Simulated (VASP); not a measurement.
The system is SiO2.

```xyz
6
Lattice="4.4529 0.0000 0.0000 0.0000 4.4529 0.0000 0.0000 0.0000 2.4656" Properties=species:S:1:pos:R:3 pbc="T T T"
Si    2.2264    2.2264    1.2328
Si    0.0000    0.0000    0.0000
O     3.0922    3.0922    0.0000
O     0.8658    3.5871    1.2328
O     1.3607    1.3607    0.0000
O     3.5871    0.8658    1.2328
```

This cell differs from its parent crystal: volume 8.148 Å^3 an atom, c/a of the conventional cell 0.5537.

Base run:

```yaml
Program: VASP 6.6.1
Functional: LDA
Potentials_or_basis: VASP PAW LDA potentials, release 64 (Si, O_h)
Cutoff: 910 eV
k_mesh: 6 × 6 × 10
Occupations: gaussian, width 0.05 eV
Spin: no spin polarisation
```

Its results: band gap on the k mesh 4.89 eV, direct; pressure -8.0 GPa; largest force 1.560 eV/Å.

Q: The run is repeated on the same cell with these changes: potentials or basis from VASP PAW LDA potentials, release 64 (Si, O_h) to VASP PAW LDA potentials, release 64 (Si, O); cutoff from 910 eV to 520 eV. What comes out?

A: Band gap on the k mesh 4.86 eV, direct; pressure -7.3 GPa; largest force 1.519 eV/Å.

Caveats: forces of over 1 eV/Å act on the atoms, so gaps and moduli don't describe the material at rest; the cutoff is under 1.25 times the usual one of these potentials, so pressure, stress and relaxed cells hold a basis-set (Pulay) error (some runs).

A k mesh can miss the band edges.
